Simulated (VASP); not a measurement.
# TaN (P6_3/mmc) in VASP: a series of runs, part 4 of 4

VASP 6.6.1. Earlier steps stand in the parts before.

## (6) Single point, PBE (strain -0.080 along x and y, +0.080 along z)

INCAR

```
SYSTEM = TaN
PREC = Accurate
ENCUT = 520
EDIFF = 1E-6
ISMEAR = 0
SIGMA = 0.15
LREAL = .FALSE.
LASPH = .TRUE.
NELM = 80
ALGO = Normal
ISIF = 2
LWAVE = .FALSE.
LCHARG = .FALSE.
GGA = PE
NBANDS = 24
```

KPOINTS

```
regular mesh
0
G
  18 18 10
  0 0 0
```

POSCAR

```
TaN
1.0
    2.8041618203      0.0000000000      0.0000000000
   -1.4020809101      2.4284753727      0.0000000000
    0.0000000000      0.0000000000      5.3114400000
Ta N
2 2
Direct
    0.0000000000      0.0000000000      0.0000000000
    0.0000000000      0.0000000000      0.5000000000
    0.3333333333      0.6666666667      0.2500000000
    0.6666666667      0.3333333333      0.7500000000
```

Potentials or basis: VASP PAW PBE potentials, release 64 (Ta_pv, N).

Command:

```bash
$ cat potpaw_PBE.64/Ta_pv/POTCAR potpaw_PBE.64/N/POTCAR > POTCAR
$ mpirun -np 1 vasp_std > vasp.out
```

OUTCAR:

```text
SYSTEM = TaN
   PREC = Accurate
   ENCUT = 520
   EDIFF = 1E-6
   ISMEAR = 0
   LREAL = .FALSE.
   LASPH = .TRUE.
   NELM = 80
   ISIF = 2
   GGA = PE

 ion  position               nearest neighbor table
   1  0.000  0.000  0.000-   3 2.09   4 2.09   3 2.09   4 2.09   4 2.09   3 2.09   2 2.66   2 2.66

   2  0.000  0.000  0.500-   3 2.09   4 2.09   3 2.09   4 2.09   4 2.09   3 2.09   1 2.66   1 2.66

   3  0.333  0.667  0.250-   1 2.09   2 2.09   1 2.09   2 2.09   1 2.09   2 2.09
   4  0.667  0.333  0.750-   1 2.09   2 2.09   1 2.09   2 2.09   1 2.09   2 2.09

  LATTYP: Found a hexagonal cell.
 ALAT       =     2.8041618203
 C/A-ratio  =     1.8941274935

  Lattice vectors:

 A1 = (   2.8041618203,   0.0000000000,   0.0000000000)
 A2 = (  -1.4020809101,   2.4284753727,   0.0000000000)
 A3 = (   0.0000000000,   0.0000000000,   5.3114400000)

Analysis of symmetry for initial positions (statically):
=====================================================================
 Subroutine PRICEL returns:
 Original cell was already a primitive cell.

 Routine SETGRP: Setting up the symmetry group for a
 hexagonal supercell.

 Subroutine GETGRP returns: Found 24 space group operations
 (whereof 12 operations were pure point group operations)
 out of a pool of 24 trial point group operations.

The static configuration has the point symmetry D_3d.
 The point group associated with its full space group is D_6h.

Analysis of symmetry for dynamics (positions and initial velocities):
=====================================================================
 Subroutine PRICEL returns:
 Original cell was already a primitive cell.

 Routine SETGRP: Setting up the symmetry group for a
 hexagonal supercell.

 Subroutine GETGRP returns: Found 24 space group operations
 (whereof 12 operations were pure point group operations)
 out of a pool of 24 trial point group operations.

The dynamic configuration has the point symmetry D_3d.
 The point group associated with its full space group is D_6h.

 Subroutine INISYM returns: Found 24 space group operations
 (whereof 12 operations are pure point group operations),
 and found     1 'primitive' translations

----------------------------------------------------------------------------------------

                                     Primitive cell

  volume of cell :      36.1700

  direct lattice vectors                    reciprocal lattice vectors
     2.804161820  0.000000000  0.000000000     0.356612801  0.205890496  0.000000000
    -1.402080910  2.428475373  0.000000000     0.000000000  0.411780993  0.000000000
     0.000000000  0.000000000  5.311440000     0.000000000  0.000000000  0.188272860

  length of vectors
     2.804161820  2.804161820  5.311440000     0.411780993  0.411780993  0.188272860

  position of ions in fractional coordinates (direct lattice)
     0.000000000  0.000000000  0.000000000
     0.000000000  0.000000000  0.500000000
     0.333333333  0.666666667  0.250000000
     0.666666667  0.333333333  0.750000000

  ion indices of the primitive-cell ions
   primitive index   ion index
                 1           1
                 2           2
                 3           3
                 4           4

----------------------------------------------------------------------------------------

 KPOINTS: regular mesh

Automatic generation of k-mesh.
 Grid dimensions read from file:
 generate k-points for:   18   18   10

 Generating k-lattice:

  Cartesian coordinates                     Fractional coordinates (reciprocal lattice)
     0.019811822  0.011438361  0.000000000     0.055555556  0.000000000  0.000000000
     0.000000000  0.022876722  0.000000000     0.000000000  0.055555556  0.000000000
     0.000000000  0.000000000  0.018827286     0.000000000  0.000000000  0.100000000

  Length of vectors
     0.022876722  0.022876722  0.018827286

  Shift w.r.t. Gamma in fractional coordinates (k-lattice)
     0.000000000  0.000000000  0.000000000

 Subroutine IBZKPT returns following result:
 ===========================================

 Found    222 irreducible k-points:

 Following reciprocal coordinates:
            Coordinates               Weight
  0.000000  0.000000  0.000000      1.000000
  0.055556  0.000000  0.000000      6.000000
  0.111111  0.000000  0.000000      6.000000
  0.166667 -0.000000  0.000000      6.000000
  0.222222  0.000000  0.000000      6.000000
  0.277778 -0.000000  0.000000      6.000000
[... 16 lines left out ...]
  0.333333  0.111111  0.000000     12.000000
  0.388889  0.111111  0.000000     12.000000
 [... further k-points ...]
   k-points           NKPTS =    222   k-points in BZ     NKDIM =    222   number of bands    NBANDS=     24
   number of dos      NEDOS =    301   number of ions     NIONS =      4
   total plane-waves  NPLWV =  23040
   dimension x,y,z NGX =    24 NGY =   24 NGZ =   40
   dimension x,y,z NGXF=    48 NGYF=   48 NGZF=   80
   ions per type =               2   2
   NGX,Y,Z   is equivalent  to a cutoff of  14.23, 14.23, 12.52 a.u.
   NGXF,Y,Z  is equivalent  to a cutoff of  28.46, 28.46, 25.04 a.u.
 SYSTEM =  TaN
   PREC   = accura    normal or accurate (medium, high low for compatibility)
   ISTART =      0    job   : 0-new  1-cont  2-samecut
   ICHARG =      2    charge: 1-file 2-atom 10-const
   ISPIN  =      1    spin polarized calculation?
   LNONCOLLINEAR =      F non collinear calculations
   LSORBIT =      F    spin-orbit coupling
   LASPH  =      T    aspherical Exc in radial PAW
   ENCUT  =  520.0 eV  38.22 Ry    6.18 a.u.   5.21  5.21  9.88*2*pi/ulx,y,z
   NELM   =     80;   NELMIN=  2; NELMDL= -5     # of ELM steps
   EDIFF  = 0.1E-05   stopping-criterion for ELM
   LREAL  =      F    real-space projection
   EDIFFG = 0.1E-04   stopping-criterion for IOM
   NSW    =      0    number of steps for IOM
   IBRION =     -1    ionic relax: 0-MD 1-quasi-New 2-CG
   NFREE  =      0    steps in history (QN), initial steepest desc. (CG)
   ISIF   =      2    stress and relaxation
   ISYM   =      2    0-nonsym 1-usesym 2-fastsym
   POTIM  = 0.5000    time-step for ionic-motion
   TEBEG  =    0.0;   TEEND  =   0.0 temperature during run
   PSTRESS=    0.0 pullay stress
   NELECT =      32.0000    total number of electrons
   NUPDOWN=      -1.0000    fix difference up-down
   EMIN   =  10.00;   EMAX   =-10.00  energy-range for DOS
   EFERMI =   0.00;   METHOD = LEGACY
   ISMEAR =     0;   SIGMA  =   0.15  broadening in eV -4-tet -1-fermi 0-gaus
   EFERMI_NEDOS =   21; number of points for ismear=-14 and -15
   IALGO  =     38    algorithm
   IMIX   =      4    mixing-type and parameters
     AMIX     =   0.40;   BMIX     =  1.00
     AMIX_MAG =   1.60;   BMIX_MAG =  1.00
  volume/ion in A,a.u.               =       9.04        61.02
  Fermi-wavevector in a.u.,A,eV,Ry     =   1.571599  2.969892 33.605358  2.469924
  Thomas-Fermi vector in A             =   2.673159
   LORBIT       =      0    0 simple, 1 ext, 2 COOP (PROOUT), +10 PAW based schemes
   GGA     = PE    functional components
   LHFCALC =     F    Hartree Fock is set to
   AEXX    =    0.0000 exact exchange contribution
   IVDW    =     0    specifies the selected vdW correction
   LEPSILON=     F    determine dielectric tensor
   LRPA    =     F    only Hartree local field effects (RPA)
 non-spin polarized calculation
 Gauss-broadening in eV      SIGMA  =   0.15
  energy-cutoff  :      520.00
  volume of cell :       36.17
 maximum number of plane-waves:       987
 NGX is ok and might be reduce to    24
   NGX = 11   NGY = 11   NGZ = 19

 number of electron      31.9999998 magnetization

 Free energy of the ion-electron system (eV)
  ---------------------------------------------------
  ext. energy  EPLUGINS =         0.00000000
  ---------------------------------------------------
  free energy    TOTEN  =       -41.73548177 eV

  energy without entropy =      -41.71847759  energy(sigma->0) =      -41.72697968

 E-fermi :  10.3767     XC(G=0): -14.3241

 val. band max:       10.3684033440   @ k =   0.1667   0.1667   0.2000
 cond. band min:      10.3792805841   @ k =   0.1111   0.0556   0.3000
 fundamental gap:      0.0108772401
 Fermi energy:        10.3767018158

 k-point     1 :       0.0000    0.0000    0.0000
  band No.  band energies     occupation
      1     -25.8241      2.00000
      2     -23.8630      2.00000
      3     -23.8630      2.00000
      4     -23.8606      2.00000
      5     -23.6715      2.00000
      6     -23.6715      2.00000
[... 637 lines left out ...]
     23      18.5349      0.00000
     24      20.1066      0.00000

 [... further k-points ...]
[... 5 lines left out ...]
  --------------------------------------------------------------------------------------
  -------------------------------------------------------------------------------------
  Total       17.4244817     17.4244817     32.4117942      0.0000000      0.0000000      0.0000000
  in kB      771.8295372    771.8295372   1435.7029728      0.0000000      0.0000000      0.0000000
  external PRESSURE =     993.1206824 kB  Pullay stress =       0.0000000 kB

 VOLUME and BASIS-vectors are now :
 -----------------------------------------------------------------------------
  energy-cutoff  :      520.00
  volume of cell :       36.17
      direct lattice vectors                 reciprocal lattice vectors
     2.804161820  0.000000000  0.000000000     0.356612801  0.205890496  0.000000000
    -1.402080910  2.428475373  0.000000000     0.000000000  0.411780993  0.000000000
     0.000000000  0.000000000  5.311440000     0.000000000  0.000000000  0.188272860

 POSITION                                       TOTAL-FORCE (eV/Angst)
 -----------------------------------------------------------------------------------
      0.00000      0.00000      0.00000        -0.000000      0.000000      0.000000
      0.00000      0.00000      2.65572        -0.000000      0.000000      0.000000
     -0.00000      1.61898      1.32786         0.000000     -0.000000      0.000000
      1.40208      0.80949      3.98358        -0.000000      0.000000     -0.000000
 -----------------------------------------------------------------------------------
    total drift:                               -0.000000      0.000000      0.000000

  FREE ENERGIE OF THE ION-ELECTRON SYSTEM (eV)
  ---------------------------------------------------
  free  energy   TOTEN  =       -41.7354817697 eV

  energy  without entropy=      -41.7184775920  energy(sigma->0) =      -41.72697968
```

OSZICAR:

```text
N       E                     dE             d eps       ncg     rms          rms(c)
DAV:   1     0.275953809238E+03    0.27595E+03   -0.17319E+04 10656   0.145E+03
DAV:   2    -0.336269593892E+02   -0.30958E+03   -0.29466E+03 12776   0.424E+02
DAV:   3    -0.469662016879E+02   -0.13339E+02   -0.13162E+02 13328   0.866E+01
DAV:   4    -0.470971058629E+02   -0.13090E+00   -0.13070E+00 12064   0.891E+00
DAV:   5    -0.470984860102E+02   -0.13801E-02   -0.13798E-02 13416   0.774E-01    0.475E+01
DAV:   6    -0.418533772278E+02    0.52451E+01   -0.16978E+01 12944   0.318E+01    0.213E+01
DAV:   7    -0.417740163038E+02    0.79361E-01   -0.95148E-01 11504   0.731E+00    0.118E+01
DAV:   8    -0.417400025828E+02    0.34014E-01   -0.73034E-02 13704   0.206E+00    0.166E+00
DAV:   9    -0.417354346727E+02    0.45679E-02   -0.11413E-02 12664   0.679E-01    0.159E-01
DAV:  10    -0.417355302240E+02   -0.95551E-04   -0.69086E-04 12208   0.256E-01    0.865E-02
DAV:  11    -0.417354827555E+02    0.47468E-04   -0.13207E-04 13656   0.852E-02    0.190E-02
DAV:  12    -0.417354817697E+02    0.98586E-06   -0.81446E-06 11936   0.240E-02
   1 F= -.41735482E+02 E0= -.41726980E+02  d E =-.170042E-01
```

stdout:

```text
POSCAR found type information on POSCAR TaN
 POSCAR found :  2 types and       4 ions
 scaLAPACK will be used
 LDA part: xc-table for (Slater+PW92), standard interpolation
 POSCAR, INCAR and KPOINTS ok, starting setup
 FFT: planning ... GRIDC
 FFT: planning ... GRID_SOFT
 FFT: planning ... GRID
 WAVECAR not read
 entering main loop
```

Wall time 69 s (1 thread of Intel Xeon 6975P-C (Granite Rapids), shared host); peak memory 0.28 GiB.

Results:

- Free energy: -41.7355 eV
- Pressure: 99.3 GPa
- Band gap on the k mesh: zero (bands 16 and 17 overlap by 1.32 eV)

Levels at points of the mesh, in eV from the Fermi level:
```tsv
k point	band 13	band 14	band 15	band 16	band 17	band 18	band 19	band 20
(0.00, 0.00, 0.00)	-3.77	-2.83	-2.83	-0.42	-0.42	-0.04	-0.04	4.45
(0.50, 0.00, 0.00)	-4.82	-4.41	-3.51	-1.88	3.81	4.66	5.30	6.40
(0.00, 0.00, 0.50)	-5.34	-5.34	-0.49	-0.49	0.99	0.99	0.99	0.99
(0.50, 0.00, 0.50)	-5.68	-5.68	-2.26	-2.26	4.68	4.68	5.63	5.63
```

Caveat: the cell differs from its parent crystal (strain -0.080 along x and y, +0.080 along z); the cell stands under pressure; spin-orbit coupling is left out, which moves the levels of the heavy elements.

## (7) Summary

```tsv
cell	gap on the mesh (eV)	pressure (GPa)
a = 2.804, b = 2.804, c = 4.525 Å, angles 90.0, 90.0, 120.0°, 4 atoms	none	281.2
a = 2.804, b = 2.804, c = 4.721 Å, angles 90.0, 90.0, 120.0°, 4 atoms	none	221.7
a = 2.804, b = 2.804, c = 4.918 Å, angles 90.0, 90.0, 120.0°, 4 atoms	none	172.8
a = 2.804, b = 2.804, c = 5.115 Å, angles 90.0, 90.0, 120.0°, 4 atoms	none	132.5
a = 2.804, b = 2.804, c = 5.311 Å, angles 90.0, 90.0, 120.0°, 4 atoms	none	99.3
```

Alike in all rows: task single point; level PBE; potentials or basis VASP PAW PBE potentials, release 64 (Ta_pv, N); no spin polarisation; k mesh 18 × 18 × 10; cutoff (eV) 520; smearing gaussian 0.15 eV.

Caveats: the cell stands under pressure; spin-orbit coupling is left out, which moves the levels of the heavy elements.

Total energies depend on the potentials used, so only differences within one code and one set of settings carry meaning.
